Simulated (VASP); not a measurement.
LiH (a cell with a defect), 62 atoms in the cell. The cell holds a defect, 62 atoms: a = 7.960 Å, b = 7.960 Å, c = 7.960 Å, α = 90.00°, β = 90.00°, γ = 90.00°. 

| Quantity | Value |
| --- | --- |
| Program | VASP 6.6.1 |
| Task | single point |
| Functional | PBEsol |
| Potentials or basis | VASP PAW PBE potentials, release 64 (H, Li_sv) |
| Cutoff | 520 eV |
| k mesh | 1 × 1 × 1, shifted |
| Occupations | fermi-dirac, width 0.05 eV |
| Spin | no spin polarisation |
| Dipole correction | no |
| Further INCAR settings | LREAL = Auto; ALGO = Normal; EDIFF = 1e-06; NBANDS = 99; ISYM = 0 |

Potentials or basis: VASP PAW PBE potentials, release 64 (H, Li_sv).

Launch:

```console
$ cat potpaw_PBE.64/H/POTCAR potpaw_PBE.64/Li_sv/POTCAR > POTCAR
$ mpirun -np 1 vasp_std > vasp.out
```

Hardware: 1 thread of Intel(R) Xeon(R) Platinum 8488C (Sapphire Rapids), with other jobs on the host.

Task: Estimate the wall time of this run.

Result: It took 6.5 min on 1 thread of Intel(R) Xeon(R) Platinum 8488C (Sapphire Rapids), with other jobs on the host, peak memory 0.54 GiB. Counts: scf iterations 16, k points 4.
